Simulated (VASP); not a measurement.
# GeS (Pnma) in VASP: single point with PBE

Aim: the single point of GeS with PBE.

Everything below comes from runs of VASP 6.6.1. Logs are shortened: lines on timing, memory, paths and dates and some standing lists are left out, and cuts for length are marked.

### Step 1. The cell of the first run

The structure is orthorhombic, space group Pnma (No. 62). Conventional cell: a = 10.470 Å, b = 3.641 Å, c = 4.383 Å, α = 90.00°, β = 90.00°, γ = 90.00°. Ge (site symmetry m) has 6 S at 2.45 to 3.33 Å and 2 Ge at 3.34 Å within 3.4 Å. Within 3.7 Å of S (site symmetry m) lie 6 Ge at 2.45 to 3.33 Å and 8 S at 3.54 to 3.64 Å.

### Step 2. Single point, PBE (z stretched by +2 %, then relaxed in part)

INCAR

```
SYSTEM = GeS
ALGO = Normal
EDIFF = 1E-6
ENCUT = 500
GGA = PE
GGA_COMPAT = .FALSE.
ISIF = 2
ISMEAR = -1
LASPH = .TRUE.
LCHARG = .FALSE.
LREAL = .FALSE.
LWAVE = .FALSE.
NBANDS = 50
NELM = 120
PREC = Accurate
SIGMA = 0.02
```

KPOINTS

```
k-points
0
G
  5 12 10
  0 0 0
```

POSCAR

```
GeS
1.0
   10.4700000000      0.0000000000      0.0000000000
    0.0000000000      3.6410000000      0.0000000000
    0.0000000000      0.0000000000      4.3829400000
Ge S
4 4
Direct
    0.6215095479      0.2500000000      0.3676622462
    0.8784904521      0.7500000000      0.8676622462
    0.1215095479      0.2500000000      0.1323377538
    0.3784904521      0.7500000000      0.6323377538
    0.8499397348      0.2500000000      0.4994734964
    0.6500602652      0.7500000000     -0.0005265036
    0.3499397348      0.2500000000      1.0005265036
    0.1500602652      0.7500000000      0.5005265036
```

Potentials or basis: VASP PAW PBE potentials, release 64 (Ge_d, S).

On the command line:

```console
$ cat potpaw_PBE.64/Ge_d/POTCAR potpaw_PBE.64/S/POTCAR > POTCAR
$ mpirun -np 1 vasp_std > vasp.out
```

OUTCAR:

```text
SYSTEM = GeS
   EDIFF = 1E-6
   ENCUT = 500
   GGA = PE
   ISIF = 2
   ISMEAR = -1
   LASPH = .TRUE.
   LREAL = .FALSE.
   NELM = 120
   PREC = Accurate

 ion  position               nearest neighbor table
   1  0.622  0.250  0.368-   6 2.45   6 2.45   5 2.46
   2  0.878  0.750  0.868-   5 2.45   5 2.45   6 2.46
   3  0.122  0.250  0.132-   8 2.45   8 2.45   7 2.46
   4  0.378  0.750  0.632-   7 2.45   7 2.45   8 2.46
   5  0.850  0.250  0.499-   2 2.45   2 2.45   1 2.46
   6  0.650  0.750  0.999-   1 2.45   1 2.45   2 2.46
   7  0.350  0.250  0.001-   4 2.45   4 2.45   3 2.46
   8  0.150  0.750  0.501-   3 2.45   3 2.45   4 2.46

  LATTYP: Found a simple orthorhombic cell.
 ALAT       =     3.6410000000
 B/A-ratio  =     1.2037736885
 C/A-ratio  =     2.8755836309

  Lattice vectors:

 A1 = (   0.0000000000,   3.6410000000,   0.0000000000)
 A2 = (   0.0000000000,   0.0000000000,   4.3829400000)
 A3 = (  10.4700000000,   0.0000000000,   0.0000000000)

Analysis of symmetry for initial positions (statically):
=====================================================================
 Subroutine PRICEL returns:
 Original cell was already a primitive cell.

 Routine SETGRP: Setting up the symmetry group for a
 simple orthorhombic supercell.

 Subroutine GETGRP returns: Found  8 space group operations
 (whereof  2 operations were pure point group operations)
 out of a pool of  8 trial point group operations.

The static configuration has the point symmetry S_2 .
 The point group associated with its full space group is D_2h.

Analysis of symmetry for dynamics (positions and initial velocities):
=====================================================================
 Subroutine PRICEL returns:
 Original cell was already a primitive cell.

 Routine SETGRP: Setting up the symmetry group for a
 simple orthorhombic supercell.

 Subroutine GETGRP returns: Found  8 space group operations
 (whereof  2 operations were pure point group operations)
 out of a pool of  8 trial point group operations.

The dynamic configuration has the point symmetry S_2 .
 The point group associated with its full space group is D_2h.

 Subroutine INISYM returns: Found  8 space group operations
 (whereof  2 operations are pure point group operations),
 and found     1 'primitive' translations

[... 107 lines left out ...]
   LREAL  =      F    real-space projection
   EDIFFG = 0.1E-04   stopping-criterion for IOM
   NSW    =      0    number of steps for IOM
   IBRION =     -1    ionic relax: 0-MD 1-quasi-New 2-CG
   NFREE  =      0    steps in history (QN), initial steepest desc. (CG)
   ISIF   =      2    stress and relaxation
   ISYM   =      2    0-nonsym 1-usesym 2-fastsym
   POTIM  = 0.5000    time-step for ionic-motion
   TEBEG  =    0.0;   TEEND  =   0.0 temperature during run
   PSTRESS=    0.0 pullay stress
   NELECT =      80.0000    total number of electrons
   NUPDOWN=      -1.0000    fix difference up-down
   EMIN   =  10.00;   EMAX   =-10.00  energy-range for DOS
   EFERMI =   0.00;   METHOD = LEGACY
   ISMEAR =    -1;   SIGMA  =   0.02  broadening in eV -4-tet -1-fermi 0-gaus
   EFERMI_NEDOS =   21; number of points for ismear=-14 and -15
   IALGO  =     38    algorithm
   IMIX   =      4    mixing-type and parameters
     AMIX     =   0.40;   BMIX     =  1.00
     AMIX_MAG =   1.60;   BMIX_MAG =  1.00
  volume/ion in A,a.u.               =      20.89       140.94
  Fermi-wavevector in a.u.,A,eV,Ry     =   1.280739  2.420245 22.317522  1.640292
  Thomas-Fermi vector in A             =   2.413149
   LORBIT       =      0    0 simple, 1 ext, 2 COOP (PROOUT), +10 PAW based schemes
   GGA     = PE    functional components
   LHFCALC =     F    Hartree Fock is set to
   AEXX    =    0.0000 exact exchange contribution
   IVDW    =     0    specifies the selected vdW correction
   LEPSILON=     F    determine dielectric tensor
   LRPA    =     F    only Hartree local field effects (RPA)
 non-spin polarized calculation
  energy-cutoff  :      500.00
  volume of cell :      167.08
 maximum number of plane-waves:      4269
 NGX is ok and might be reduce to    80
   NGX = 39   NGY = 13   NGZ = 15

 number of electron      79.9999993 magnetization

 Free energy of the ion-electron system (eV)
  ---------------------------------------------------
  ext. energy  EPLUGINS =         0.00000000
  ---------------------------------------------------
  free energy    TOTEN  =       -36.61627043 eV

  energy without entropy =      -36.61627043  energy(sigma->0) =      -36.61627043

 E-fermi :   5.2083     XC(G=0): -10.0329

 val. band max:        4.8006318729   @ k =   0.0000   0.0000   0.3000
 cond. band min:       5.9934879197   @ k =   0.0000   0.3333   0.0000
 fundamental gap:      1.1928560468
 Fermi energy:         5.2083366129

 k-point     1 :       0.0000    0.0000    0.0000
  band No.  band energies     occupation
      1     -19.5993      2.00000
      2     -19.5959      2.00000
      3     -19.5921      2.00000
      4     -19.5898      2.00000
      5     -19.5880      2.00000
      6     -19.5864      2.00000
[... 1261 lines left out ...]
     49      10.1163      0.00000
     50      10.3855      0.00000

 [... further k-points ...]

------------------------ aborting loop because EDIFF is reached ----------------------------------------

  FORCE on cell =-STRESS in cart. coord.  units (eV):
  Direction    XX          YY          ZZ          XY          YZ          ZX
  --------------------------------------------------------------------------------------
  -------------------------------------------------------------------------------------
  Total        1.4855251      1.4813538      0.9157823      0.0000000      0.0000000      0.0000000
  in kB       14.2448439     14.2048447      8.7815245      0.0000000      0.0000000      0.0000000
  external PRESSURE =      12.4104044 kB  Pullay stress =       0.0000000 kB

 VOLUME and BASIS-vectors are now :
 -----------------------------------------------------------------------------
  energy-cutoff  :      500.00
  volume of cell :      167.08
      direct lattice vectors                 reciprocal lattice vectors
    10.470000000  0.000000000  0.000000000     0.095510984  0.000000000  0.000000000
     0.000000000  3.641000000  0.000000000     0.000000000  0.274649821  0.000000000
     0.000000000  0.000000000  4.382940000     0.000000000  0.000000000  0.228157356

 POSITION                                       TOTAL-FORCE (eV/Angst)
 -----------------------------------------------------------------------------------
      6.50720      0.91025      1.61144        -0.016594     -0.000000     -0.002307
      9.19780      2.73075      3.80291         0.016594      0.000000     -0.002307
      1.27220      0.91025      0.58003        -0.016594     -0.000000      0.002307
      3.96280      2.73075      2.77150         0.016594     -0.000000      0.002307
      8.89887      0.91025      2.18916         0.005599      0.000000      0.002912
      6.80613      2.73075      4.38063        -0.005599      0.000000      0.002912
      3.66387      0.91025      0.00231         0.005599      0.000000     -0.002912
      1.57113      2.73075      2.19378        -0.005599      0.000000     -0.002912
 -----------------------------------------------------------------------------------
    total drift:                                0.000000     -0.000000     -0.000000

  FREE ENERGIE OF THE ION-ELECTRON SYSTEM (eV)
  ---------------------------------------------------
  free  energy   TOTEN  =       -36.6162704304 eV

  energy  without entropy=      -36.6162704304  energy(sigma->0) =      -36.61627043
```

OSZICAR:

```text
N       E                     dE             d eps       ncg     rms          rms(c)
DAV:   1     0.923909748265E+03    0.92391E+03   -0.35352E+04 15898   0.348E+03
DAV:   2     0.150839514187E+03   -0.77307E+03   -0.73786E+03 12600   0.949E+02
DAV:   3    -0.217922999414E+02   -0.17263E+03   -0.16409E+03 14434   0.228E+02
DAV:   4    -0.368601243302E+02   -0.15068E+02   -0.14792E+02 15336   0.733E+01
DAV:   5    -0.373902830220E+02   -0.53016E+00   -0.52795E+00 15070   0.142E+01    0.130E+01
DAV:   6    -0.366236701745E+02    0.76661E+00   -0.15260E+00 18036   0.662E+00    0.848E+00
DAV:   7    -0.366250679292E+02   -0.13978E-02   -0.65038E-01 16448   0.288E+00    0.200E+00
DAV:   8    -0.366156825815E+02    0.93853E-02   -0.72249E-02 17276   0.190E+00    0.415E-01
DAV:   9    -0.366160992880E+02   -0.41671E-03   -0.10139E-02 15268   0.633E-01    0.154E-01
DAV:  10    -0.366162090996E+02   -0.10981E-03   -0.86921E-04 15068   0.147E-01    0.699E-02
DAV:  11    -0.366162707243E+02   -0.61625E-04   -0.95548E-05 16996   0.606E-02    0.267E-02
DAV:  12    -0.366162684537E+02    0.22706E-05   -0.28026E-05 14080   0.244E-02    0.101E-02
DAV:  13    -0.366162705452E+02   -0.20915E-05   -0.79429E-06 12998   0.190E-02    0.469E-03
DAV:  14    -0.366162704304E+02    0.11479E-06   -0.96099E-07  8688   0.776E-03
   1 F= -.36616270E+02 E0= -.36616270E+02  d E =-.882739E-11
```

stdout:

```text
POSCAR found type information on POSCAR GeS
 POSCAR found :  2 types and       8 ions
 scaLAPACK will be used
 LDA part: xc-table for (Slater+PW92), standard interpolation
 POSCAR, INCAR and KPOINTS ok, starting setup
 FFT: planning ... GRIDC
 FFT: planning ... GRID_SOFT
 FFT: planning ... GRID
 WAVECAR not read
 entering main loop
```

Wall time 6.4 min (1 thread of Intel Xeon 6975P-C (Granite Rapids), shared host); peak memory 0.75 GiB.

What came out:

```yaml
Free_energy: -36.6163 eV
Pressure: 1.2 GPa
Largest_force: 0.017 eV/Å
Band_gap_on_the_k_mesh: 1.19 eV (least direct gap 1.24 eV)
```

Forces in eV/Å, atoms in the order of the input:
```
Ge  -0.017  0.000 -0.002
Ge   0.017  0.000 -0.002
Ge  -0.017  0.000  0.002
Ge   0.017  0.000  0.002
S    0.006  0.000  0.003
S   -0.006  0.000  0.003
S    0.006  0.000 -0.003
S   -0.006  0.000 -0.003
```

Caveat: the cell differs from its parent crystal (z stretched by +2 %, then relaxed in part). A k mesh can miss the band edges.
